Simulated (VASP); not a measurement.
# AgB2 (P6/mmm) in VASP: a series of runs, part 2 of 2

VASP 6.6.1.

**4. Single point, PBE+D3(BJ) (volume scaled by 1.02)**

Contents of INCAR:

```
  PREC = Accurate
  ENCUT = 520
  EDIFF = 1E-6
  ISMEAR = 0
  SIGMA = 0.05
  LREAL = False
  LASPH = True
  NELM = 60
  ALGO = Normal
  ISIF = 2
  LWAVE = False
  LCHARG = False
  GGA = PE
  IVDW = 12
  NBANDS = 16
```

Contents of KPOINTS:

```
Automatic mesh
0
Gamma
  10 10 8
```

Contents of POSCAR:

```
AgB2
1.0
    3.0105690817      0.0000000000      0.0000000000
   -1.5052845408      2.6072293046      0.0000000000
    0.0000000000      0.0000000000      4.0672225322
Ag B
1 2
Direct
    0.0000000000      0.0000000000      0.0000000000
    0.3333333333      0.6666666667      0.5000000000
    0.6666666667      0.3333333333      0.5000000000
```

Potentials or basis: VASP PAW PBE potentials, release 64 (Ag, B).

Launch:

```console
> cat potpaw_PBE.64/Ag/POTCAR potpaw_PBE.64/B/POTCAR > POTCAR
> mpirun -np 1 vasp_std > vasp.out
```

OUTCAR:

```text
PREC = Accurate
   ENCUT = 520
   EDIFF = 1E-6
   ISMEAR = 0
   LREAL = False
   LASPH = True
   NELM = 60
   ISIF = 2
   GGA = PE
   IVDW = 12
 IVDW          = 12

 ion  position               nearest neighbor table
   1  0.000  0.000  0.000-   2 2.68   3 2.68   2 2.68   3 2.68   2 2.68   2 2.68   3 2.68   3 2.68
                             3 2.68   3 2.68   2 2.68   2 2.68
   2  0.333  0.667  0.500-   3 1.74   3 1.74   3 1.74   1 2.68   1 2.68   1 2.68   1 2.68   1 2.68
                             1 2.68
   3  0.667  0.333  0.500-   2 1.74   2 1.74   2 1.74   1 2.68   1 2.68   1 2.68   1 2.68   1 2.68
                             1 2.68

  LATTYP: Found a hexagonal cell.
 ALAT       =     3.0105690817
 C/A-ratio  =     1.3509813002

  Lattice vectors:

 A1 = (   3.0105690817,   0.0000000000,   0.0000000000)
 A2 = (  -1.5052845408,   2.6072293046,   0.0000000000)
 A3 = (   0.0000000000,   0.0000000000,   4.0672225322)

Analysis of symmetry for initial positions (statically):
=====================================================================
 Subroutine PRICEL returns:
 Original cell was already a primitive cell.

 Routine SETGRP: Setting up the symmetry group for a
 hexagonal supercell.

 Subroutine GETGRP returns: Found 24 space group operations
 (whereof 24 operations were pure point group operations)
 out of a pool of 24 trial point group operations.

The static configuration has the point symmetry D_6h.

Analysis of symmetry for dynamics (positions and initial velocities):
=====================================================================
 Subroutine PRICEL returns:
 Original cell was already a primitive cell.

 Routine SETGRP: Setting up the symmetry group for a
 hexagonal supercell.

 Subroutine GETGRP returns: Found 24 space group operations
 (whereof 24 operations were pure point group operations)
 out of a pool of 24 trial point group operations.

The dynamic configuration has the point symmetry D_6h.

 Subroutine INISYM returns: Found 24 space group operations
 (whereof 24 operations are pure point group operations),
 and found     1 'primitive' translations

----------------------------------------------------------------------------------------

                                     Primitive cell

  volume of cell :      31.9246

  direct lattice vectors                    reciprocal lattice vectors
     3.010569082  0.000000000  0.000000000     0.332163114  0.191774463  0.000000000
    -1.505284541  2.607229305  0.000000000     0.000000000  0.383548926  0.000000000
     0.000000000  0.000000000  4.067222532     0.000000000  0.000000000  0.245868032

  length of vectors
     3.010569082  3.010569082  4.067222532     0.383548926  0.383548926  0.245868032

  position of ions in fractional coordinates (direct lattice)
     0.000000000  0.000000000  0.000000000
     0.333333333  0.666666667  0.500000000
     0.666666667  0.333333333  0.500000000

  ion indices of the primitive-cell ions
   primitive index   ion index
                 1           1
                 2           2
                 3           3

----------------------------------------------------------------------------------------

 KPOINTS: Automatic mesh

Automatic generation of k-mesh.
 Grid dimensions read from file:
[... 24 lines left out ...]
  0.200000  0.000000  0.000000      6.000000
  0.300000  0.000000  0.000000      6.000000
  0.400000 -0.000000  0.000000      6.000000
  0.500000  0.000000  0.000000      3.000000
[... 16 lines left out ...]
  0.300000  0.100000  0.125000     24.000000
  0.400000  0.100000  0.125000     24.000000
 [... further k-points ...]
   k-points           NKPTS =     70   k-points in BZ     NKDIM =     70   number of bands    NBANDS=     16
   number of dos      NEDOS =    301   number of ions     NIONS =      3
   total plane-waves  NPLWV =  17280
   dimension x,y,z NGX =    24 NGY =   24 NGZ =   30
   dimension x,y,z NGXF=    48 NGYF=   48 NGZF=   60
   ions per type =               1   2
   NGX,Y,Z   is equivalent  to a cutoff of  13.25, 13.25, 12.26 a.u.
   NGXF,Y,Z  is equivalent  to a cutoff of  26.51, 26.51, 24.52 a.u.
 SYSTEM =  unknown system
   PREC   = accura    normal or accurate (medium, high low for compatibility)
   ISTART =      0    job   : 0-new  1-cont  2-samecut
   ICHARG =      2    charge: 1-file 2-atom 10-const
   ISPIN  =      1    spin polarized calculation?
   LNONCOLLINEAR =      F non collinear calculations
   LSORBIT =      F    spin-orbit coupling
   LASPH  =      T    aspherical Exc in radial PAW
   ENCUT  =  520.0 eV  38.22 Ry    6.18 a.u.   5.60  5.60  7.56*2*pi/ulx,y,z
   NELM   =     60;   NELMIN=  2; NELMDL= -5     # of ELM steps
   EDIFF  = 0.1E-05   stopping-criterion for ELM
   LREAL  =      F    real-space projection
   EDIFFG = 0.1E-04   stopping-criterion for IOM
   NSW    =      0    number of steps for IOM
   IBRION =     -1    ionic relax: 0-MD 1-quasi-New 2-CG
   NFREE  =      0    steps in history (QN), initial steepest desc. (CG)
   ISIF   =      2    stress and relaxation
   ISYM   =      2    0-nonsym 1-usesym 2-fastsym
   POTIM  = 0.5000    time-step for ionic-motion
   TEBEG  =    0.0;   TEEND  =   0.0 temperature during run
   PSTRESS=    0.0 pullay stress
   NELECT =      17.0000    total number of electrons
   NUPDOWN=      -1.0000    fix difference up-down
   EMIN   =  10.00;   EMAX   =-10.00  energy-range for DOS
   EFERMI =   0.00;   METHOD = LEGACY
   ISMEAR =     0;   SIGMA  =   0.05  broadening in eV -4-tet -1-fermi 0-gaus
   EFERMI_NEDOS =   21; number of points for ismear=-14 and -15
   IALGO  =     38    algorithm
   IMIX   =      4    mixing-type and parameters
     AMIX     =   0.40;   BMIX     =  1.00
     AMIX_MAG =   1.60;   BMIX_MAG =  1.00
  volume/ion in A,a.u.               =      10.64        71.81
  Fermi-wavevector in a.u.,A,eV,Ry     =   1.326934  2.507541 23.956499  1.760753
  Thomas-Fermi vector in A             =   2.456284
   LORBIT       =      0    0 simple, 1 ext, 2 COOP (PROOUT), +10 PAW based schemes
   GGA     = PE    functional components
   LHFCALC =     F    Hartree Fock is set to
   AEXX    =    0.0000 exact exchange contribution
   IVDW    =    12    specifies the selected vdW correction
   LEPSILON=     F    determine dielectric tensor
   LRPA    =     F    only Hartree local field effects (RPA)
 non-spin polarized calculation
 Gauss-broadening in eV      SIGMA  =   0.05
  energy-cutoff  :      520.00
  volume of cell :       31.92
 maximum number of plane-waves:       891
 NGX is ok and might be reduce to    24
   NGX = 11   NGY = 11   NGZ = 15

 number of electron      16.9999994 magnetization

 Free energy of the ion-electron system (eV)
  ---------------------------------------------------
  ext. energy  EPLUGINS =         0.00000000
  ---------------------------------------------------
  free energy    TOTEN  =       -14.57097878 eV

  energy without entropy =      -14.57017862  energy(sigma->0) =      -14.57057870

 E-fermi :   7.0865     XC(G=0): -12.0264

 val. band max:        7.0841518514   @ k =   0.2000   0.0000   0.0000
 cond. band min:       7.1162097042   @ k =   0.1000   0.1000   0.0000
 fundamental gap:      0.0320578528
 Fermi energy:         7.0865389848

 k-point     1 :       0.0000    0.0000    0.0000
  band No.  band energies     occupation
      1      -5.0039      2.00000
      2       1.4244      2.00000
      3       2.3367      2.00000
      4       2.3367      2.00000
      5       3.2837      2.00000
      6       3.2837      2.00000
[... 433 lines left out ...]
      3       1.5803      2.00000
      4       1.7005      2.00000
      5       2.7023      2.00000
      6       3.7009      2.00000
[... 8 lines left out ...]
     15      20.7709      0.00000
     16      22.8366      0.00000

 [... further k-points ...]

------------------------ aborting loop because EDIFF is reached ----------------------------------------

 Edisp (eV)   -0.98453

 E8    (eV) :    -0.3852

  FORCE on cell =-STRESS in cart. coord.  units (eV):
  Direction    XX          YY          ZZ          XY          YZ          ZX
  --------------------------------------------------------------------------------------
  -------------------------------------------------------------------------------------
  Total      -0.76147    -0.76147    -0.78634    -0.00000     0.00000    -0.00000
  in kB     -38.21533   -38.21533   -39.46368    -0.00000     0.00000    -0.00000
  external pressure =      -38.63 kB  Pullay stress =        0.00 kB

 VOLUME and BASIS-vectors are now :
 -----------------------------------------------------------------------------
  energy-cutoff  :      520.00
  volume of cell :       31.92
      direct lattice vectors                 reciprocal lattice vectors
     3.010569082  0.000000000  0.000000000     0.332163114  0.191774463  0.000000000
    -1.505284541  2.607229305  0.000000000     0.000000000  0.383548926  0.000000000
     0.000000000  0.000000000  4.067222532     0.000000000  0.000000000  0.245868032

 POSITION                                       TOTAL-FORCE (eV/Angst)
 -----------------------------------------------------------------------------------
      0.00000      0.00000      0.00000        -0.000000      0.000000      0.000000
     -0.00000      1.73815      2.03361         0.000000      0.000000     -0.000000
      1.50528      0.86908      2.03361        -0.000000      0.000000      0.000000
 -----------------------------------------------------------------------------------
    total drift:                               -0.000000      0.000000     -0.000000

  FREE ENERGIE OF THE ION-ELECTRON SYSTEM (eV)
  ---------------------------------------------------
  free  energy   TOTEN  =       -15.5555090401 eV

  energy  without entropy=      -15.5547088860  energy(sigma->0) =      -15.55510896
```

OSZICAR:

```text
N       E                     dE             d eps       ncg     rms          rms(c)
DAV:   1     0.627311464522E+02    0.62731E+02   -0.77485E+03  2296   0.954E+02
DAV:   2    -0.168376895039E+02   -0.79569E+02   -0.72207E+02  2992   0.211E+02
DAV:   3    -0.185651252676E+02   -0.17274E+01   -0.17216E+01  2504   0.315E+01
DAV:   4    -0.185701311150E+02   -0.50058E-02   -0.50055E-02  2920   0.183E+00
DAV:   5    -0.185701684640E+02   -0.37349E-04   -0.37349E-04  2584   0.155E-01    0.109E+01
DAV:   6    -0.150839645410E+02    0.34862E+01   -0.79981E+00  2720   0.428E+01    0.122E+01
DAV:   7    -0.146179007815E+02    0.46606E+00   -0.18693E+00  2312   0.156E+01    0.434E+00
DAV:   8    -0.145757771546E+02    0.42124E-01   -0.21107E-01  2624   0.545E+00    0.981E-01
DAV:   9    -0.145715918181E+02    0.41853E-02   -0.14954E-02  2656   0.189E+00    0.157E-01
DAV:  10    -0.145710009081E+02    0.59091E-03   -0.17524E-03  2592   0.392E-01    0.629E-02
DAV:  11    -0.145709772412E+02    0.23667E-04   -0.13645E-04  2760   0.145E-01    0.162E-02
DAV:  12    -0.145709805500E+02   -0.33088E-05   -0.12811E-05  2736   0.368E-02    0.734E-03
DAV:  13    -0.145709787682E+02    0.17819E-05   -0.33360E-06  2544   0.291E-02    0.129E-03
DAV:  14    -0.145709787764E+02   -0.82082E-08   -0.40168E-07  1240   0.498E-03
   1 F= -.15555509E+02 E0= -.15555109E+02  d E =-.800154E-03
```

Run time: 57 s. Hardware: 1 thread of AMD EPYC 7R13, shared host; peak memory 0.15 GiB.

Results:

| Item | Value |
| --- | --- |
| Free energy | -15.5555 eV |
| Pressure | -3.9 GPa |
| Dispersion energy per atom | -0.328 eV |

Stress tensor (GPa, compression positive):
```
-3.82  0.00  0.00
 0.00 -3.82  0.00
 0.00  0.00 -3.95
```

Levels at points of the mesh, in eV from the Fermi level:
```tsv
k point	band 4	band 5	band 6	band 7	band 8	band 9	band 10	band 11	band 12	band 13
(0.00, 0.00, 0.00)	-4.75	-3.80	-3.80	-3.80	1.27	1.29	1.29	7.60	7.60	9.58
(0.50, 0.00, 0.00)	-5.53	-4.08	-3.25	-2.62	-1.67	2.51	2.92	3.94	5.97	7.94
(0.00, 0.00, 0.50)	-4.64	-4.64	-3.93	-3.93	0.99	0.99	7.44	8.75	8.75	9.13
(0.50, 0.00, 0.50)	-4.75	-3.96	-3.24	-2.65	-2.54	-0.35	1.42	6.50	9.35	9.37
```

Caveat: three body term missing; pairwise dispersion overbinds metals, which lowers pressure and volume.

**5. The runs side by side**

```tsv
level	cell	gap on the mesh (eV)	pressure (GPa)
revPBE	a = 3.007, b = 3.007, c = 4.046 Å, angles 90.0, 90.0, 120.0°, 3 atoms	none	5.1
revPBE	a = 3.004, b = 3.004, c = 4.034 Å, angles 90.0, 90.0, 120.0°, 3 atoms	none	5.8
PBE+D3(BJ)	a = 3.011, b = 3.011, c = 4.067 Å, angles 90.0, 90.0, 120.0°, 3 atoms	none	-3.9
```

Alike in all rows: task single point; potentials or basis VASP PAW PBE potentials, release 64 (Ag, B); no spin polarisation; k mesh 10 × 10 × 8; cutoff (eV) 520; smearing gaussian 0.05 eV.

Caveats: the PAW data sets were made with another functional, which shifts forces and pressure a little (some runs); three body term missing (some runs); pairwise dispersion overbinds metals, which lowers pressure and volume (some runs).

Total energies depend on the potentials used, so only differences within one code and one set of settings carry meaning.
